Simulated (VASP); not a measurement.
## K: single point with PBE

Crystal: K.

```
CELL_PARAMETERS angstrom
3.65663 -5.67994 0.00000
3.65663 5.67994 0.00000
0.00000 0.00000 7.93568
ATOMIC_POSITIONS crystal
K 0.50000 0.00000 0.23664
K 0.00000 0.50000 0.76336
K 0.00000 0.50000 0.23664
K 0.50000 0.00000 0.76336
K 0.00000 0.00000 0.00000
```

This cell differs from its parent crystal: strained.

| Property | Result |
| --- | --- |
| Program | VASP 6.6.1 |
| Task | single point |
| Functional | PBE |
| Potentials or basis | VASP PAW PBE potentials, release 64 (K_sv) |
| Cutoff | 520 eV |
| k mesh | 6 × 6 × 4 |
| Occupations | gaussian, width 0.1 eV |
| Spin | no spin polarisation |

```
Pressure      : 1.9 GPa
Largest force : 0.438 eV/Å
```

Forces in eV/Å, atoms in the order of the input:
```
K    0.000  0.000  0.438
K    0.000  0.000 -0.438
K    0.000  0.000  0.438
K    0.000  0.000 -0.438
K    0.000  0.000  0.000
```

Stress tensor (GPa, compression positive):
```
2.72 0.00 0.00
0.00 1.10 0.00
0.00 0.00 1.82
```

Levels at points of the mesh, in eV from the Fermi level:
| k point | band 20 | band 21 | band 22 | band 23 | band 24 | band 25 |
| --- | --- | --- | --- | --- | --- | --- |
| (0.00, 0.00, 0.00) | -15.78 | -2.40 | 0.13 | 0.20 | 0.91 | 1.11 |
| (0.50, 0.00, 0.00) | -15.81 | -1.40 | -1.13 | 0.60 | 0.85 | 0.89 |
| (0.50, 0.50, 0.00) | -15.78 | -1.39 | -0.78 | 0.39 | 0.54 | 0.74 |
| (0.00, 0.00, 0.50) | -15.78 | -1.92 | -1.42 | 1.16 | 1.22 | 1.49 |
| (0.50, 0.00, 0.50) | -15.80 | -1.00 | -0.67 | -0.46 | -0.36 | 1.12 |
| (0.50, 0.50, 0.50) | -15.78 | -0.82 | -0.55 | -0.50 | 0.02 | 0.43 |

Run time: 7.2 min on 1 thread of Intel(R) Xeon(R) Platinum 8259CL CPU @ 2.50GHz (Skylake/Cascade Lake), with other jobs on the host, peak memory 0.53 GiB.

Caveat: the cell differs from its parent crystal (strained).
